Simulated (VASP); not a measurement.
## BeGa: single point with PBE

Crystal: BeGa.

```
Be Ga
1.0
     2.85852    0.00000    0.00000
     0.00000    2.85852    0.00000
     0.00000    0.00000    2.85852
Be Ga
1 1
Direct
  0.00000 0.00000 0.00000
  0.50000 0.50000 0.50000
```

```json
{"Program": "VASP 6.6.1", "Task": "single point", "Functional": "PBE", "Potentials or basis": "VASP PAW PBE potentials, release 64 (Be, Ga_d)", "Cutoff": "600 eV", "k mesh": "6 × 6 × 6", "Occupations": "fermi-dirac, width 0.1 eV", "Spin": "no spin polarisation"}
```

The pressure is 11.8 GPa. The band gap on the k mesh is zero (an odd number of electrons rules out a gap without spin polarisation).

Levels at points of the mesh, in eV from the Fermi level:
| k point | band 4 | band 5 | band 6 | band 7 | band 8 | band 9 | band 10 | band 11 |
| --- | --- | --- | --- | --- | --- | --- | --- | --- |
| (0.00, 0.00, 0.00) | -14.99 | -14.99 | -12.67 | 2.56 | 2.56 | 2.56 | 7.52 | 7.52 |
| (0.50, 0.00, 0.00) | -15.12 | -14.98 | -8.94 | -7.39 | 6.48 | 6.48 | 8.34 | 8.34 |
| (0.50, 0.50, 0.00) | -15.09 | -14.85 | -4.84 | -4.84 | -3.95 | -0.90 | 8.06 | 12.05 |
| (0.50, 0.50, 0.50) | -14.84 | -14.84 | 0.06 | 0.06 | 0.06 | 0.22 | 0.22 | 0.22 |

Run time: 7.6 s on 1 thread of Intel(R) Xeon(R) Platinum 8488C (Sapphire Rapids) (shared host), peak memory 0.14 GiB.

Caveat: the k points lie up to 0.37 Å⁻¹ apart, too coarse for converged energies and pressures of a metal.
